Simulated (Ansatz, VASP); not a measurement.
# One calculation of InSb, two programs

POSCAR

```
InSb
1.0
    0.0000000000      3.2125653964      3.2125653964
    3.2125653964      0.0000000000      3.2125653964
    3.2125653964      3.2125653964      0.0000000000
In Sb
1 1
Direct
    0.0000000000      0.0000000000      0.0000000000
    0.2500000000      0.2500000000      0.2500000000
```

Contents of INCAR.step1:

```
PREC = Accurate
ENCUT = 520
ISMEAR = -1
SIGMA = 0.02
LREAL = False
LASPH = True
NELM = 100
NBANDS = 16
GGA = PE
ALGO = Normal
EDIFF = 1E-4
LWAVE = True
LCHARG = False
```

INCAR.step2

```
PREC = Accurate
ENCUT = 520
EDIFF = 1E-6
ISMEAR = -1
SIGMA = 0.02
LREAL = False
LASPH = True
NELM = 100
ALGO = Normal
ISIF = 2
LWAVE = False
LCHARG = True
METAGGA = R2SCAN
LMIXTAU = True
LELF = True
LVHAR = True
NBANDS = 16
ISTART = 1
```

KPOINTS

```
Automatic mesh
0
Gamma
  6 6 6
```

Input for Ansatz:

```yaml
crystal:
  lattice:
    - [0.0, 3.2125653964, 3.2125653964]
    - [3.2125653964, 0.0, 3.2125653964]
    - [3.2125653964, 3.2125653964, 0.0]
  atoms:
    - { symbol: In, position: [0.0, 0.0, 0.0] }
    - { symbol: Sb, position: [0.25, 0.25, 0.25] }
kpoints:
  mp_grid: { grid: [6, 6, 6] }
hamiltonian:
  xc: r2scan
scf:
  occupations: { method: fermi_dirac, width: 0.02 }
  n_extra_bands: 4
output:
  forces: true
  stress: true
  eigenvalues: true
```

Alike in both runs: task single point; functional r2SCAN; k mesh 6 × 6 × 6; occupations fermi-dirac, width 0.02 eV; no spin polarisation.

```csv
,VASP,Ansatz
version,VASP 6.6.1,Ansatz 0.2.0
potentials or method,"VASP PAW PBE potentials, release 64 (In_d, Sb)","plane waves, PAW"
plane-wave cutoff (eV),520,500
valence electrons in the cell,18,28
```

|  | VASP | Ansatz | Ansatz less VASP |
| --- | --- | --- | --- |
| pressure (GPa) | 3.0 | 3.0 | +0.01 |

VASP's potentials were made for PBE, not for r2SCAN. With one functional, cell and mesh, what is left measures potentials, basis and numerics. VASP's potentials hold 18 valence electrons a cell and Ansatz's 28, so a difference there can come from the potentials and not from the codes.

Neither program's run includes spin-orbit coupling.
